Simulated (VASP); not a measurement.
Runs of VASP 6.6.1 on BaHPb. The structure is that of space group P4/mmm (No. 123), or close to it. The cells are those of the table. The cell was generated, and may not be a known phase.

| task | cell | k mesh | cutoff (eV) | gap on the mesh (eV) | pressure (GPa) |
| --- | --- | --- | --- | --- | --- |
| single point | a = 4.994, b = 4.994, c = 4.519 Å, 3 atoms | 10 × 10 × 10 | 520 | none | 0.1 |
| single point | a = 4.091, b = 4.091, c = 4.167 Å, 3 atoms | 4 × 4 × 4 | 520 | none | (a) |
| relaxation of cell and atoms | relaxed from a = 4.091, b = 4.091, c = 4.167 Å, 3 atoms | 4 × 4 × 4 | 600 | none | 0.1 |
| single point | a = 5.007, b = 5.007, c = 4.534 Å, 3 atoms | 4 × 4 × 4 | 520 | none | 0.0 |

Alike in all rows: level PBE; potentials or basis VASP PAW PBE potentials, release 64 (Ba_sv, H, Pb_d); no spin polarisation; smearing gaussian 0.1 eV.

Question: Fill in the values left out.

Answer: (a) 28.4.

Caveats: some runs use coarse meshes; spin-orbit coupling is left out, which moves the levels of the heavy elements.

A k mesh can miss the band edges, and the runs leave out spin-orbit coupling on Ba, Pb.

A gap of «none» marks levels without a gap at the run's occupations.
